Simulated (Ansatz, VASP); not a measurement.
**HgPt in VASP and in Ansatz**

```xyz
2
Lattice="3.0237 0.0000 0.0000 0.0000 3.0237 0.0000 0.0000 0.0000 3.9877" Properties=species:S:1:pos:R:3 pbc="T T T"
Hg    0.0000    0.0000    0.0000
Pt    1.5118    1.5118    1.9938
```

Change from the starting cell: volume scaled by 1, PAW files.

Alike in both runs: task electric field gradients; functional LDA; k mesh 12 × 12 × 9; occupations fermi-dirac, width 0.05 eV; no spin polarisation.

|  | VASP | Ansatz |
| --- | --- | --- |
| version | VASP 6.6.1 | Ansatz 0.2.0 |
| potentials or method | VASP PAW LDA potentials, release 64 (Hg, Pt) | PAW with Ansatz's default frozen-core files, scalar-relativistic |
| plane-wave cutoff (eV) | 400 | 420 |
| valence electrons in the cell | 22 | 38 |

VASP gave:

* pressure (GPa): -11.8
* traceless stress, the component that is largest in VASP (GPa): -0.38
* size of Vzz on the site where it differs most (V/Å²): 95.8

Q: Estimate Ansatz's values.

A: Pressure (GPa): -13.2; traceless stress, the component that is largest in VASP (GPa): -0.46; size of Vzz on the site where it differs most (V/Å²): 103.9.

LDA's correlation is that of Perdew and Zunger in VASP and of Perdew and Wang (1992) in Ansatz. VASP's potentials hold 22 valence electrons a cell and Ansatz's 38, so a difference there can come from the potentials and not from the codes.

Spin-orbit coupling is off throughout.
